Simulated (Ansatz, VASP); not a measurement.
## AlN: VASP beside Ansatz

```xyz
2
Lattice="0.0000 2.0530 2.1840 2.0530 0.0000 2.1840 2.0530 2.0530 0.0000" Properties=species:S:1:pos:R:3 pbc="T T T"
Al    0.0000    0.0000    0.0000
N     3.0794    3.0794    3.2760
```

Change from the starting cell: strain -0.0600 x Voigt [1, 1, 0, 0, 0, 0], atoms carried along.

Alike in both runs: task single point; functional r2SCAN; k mesh 10 × 10 × 10; occupations gaussian, width 0.05 eV; no spin polarisation.

|  | VASP | Ansatz |
| --- | --- | --- |
| version | VASP 6.6.1 | Ansatz 0.2.0 |
| potentials or method | VASP PAW PBE potentials, release 64 (Al, N), cutoff 520 eV | scalar-relativistic, plane waves, PAW |
| valence electrons in the cell | 8 | 8 |

Ansatz gave:

| Quantity | Value |
| --- | --- |
| gap on the k mesh at the Fermi level (eV) | 3.79 |
| least direct gap on the mesh (eV) | 5.84 |
| pressure (GPa) | 32.9 |
| traceless stress, the component that is largest in VASP (GPa) | -6.80 |

What did VASP give for the same quantities?

gap on the k mesh at the Fermi level (eV): 3.78; least direct gap on the mesh (eV): 5.83; pressure (GPa): 32.8; traceless stress, the component that is largest in VASP (GPa): -6.80.

VASP's potentials were made for PBE, not for r2SCAN. Both programs put the cell under a high pressure, so it lies far from rest at this level. The functional is the same, so the differences come from potentials, cutoffs and numerics.
